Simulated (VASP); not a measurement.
Here is a VASP 6.6.1 calculation.

File INCAR:

```
ALGO     = Normal         # electronic algorithm
EDIFF    = 1E-6           # SCF threshold, eV
ENCUT    = 500            # plane-wave cutoff, eV
GGA      = PS             # functional
GGA_COMPAT= False        
ISIF     = 2              # what is computed and relaxed
ISMEAR   = 0              # smearing method
LASPH    = True           # aspherical terms in the spheres
LCHARG   = False          # write CHGCAR
LREAL    = False          # projectors in reciprocal space
LWAVE    = False          # write WAVECAR
NBANDS   = 21             # bands
NELM     = 120            # most SCF steps
PREC     = Accurate       # precision mode
SIGMA    = 0.05           # smearing width, eV
```

Contents of KPOINTS:

```
k-points
0
Gamma
  6 6 6
```

File POSCAR:

```
Sn
1.0
    0.0000000000      2.7957694576      2.7957694576
    2.7957694576      0.0000000000      2.7957694576
    2.7957694576      2.7957694576      0.0000000000
Sn
2
Direct
    0.0000000000      0.0000000000      0.0000000000
    0.2500000000      0.2500000000      0.2500000000
```

Potentials or basis: VASP PAW PBE potentials, release 64 (Sn_d).

The run is started by

```console
$ cat potpaw_PBE.64/Sn_d/POTCAR > POTCAR
$ mpirun -np 1 vasp_std > vasp.out
```

(1) Predict the pressure.

(2) What does it give for the band gap on the k mesh?

Answers

(1) 60.0 GPa.

(2) zero (band 14 reaches 11.81 eV, above the bottom of band 15 at 11.50 eV).

Caveat: the PAW data sets were made with another functional, which shifts forces and pressure a little; spin-orbit coupling is left out, which moves the levels of the heavy elements.
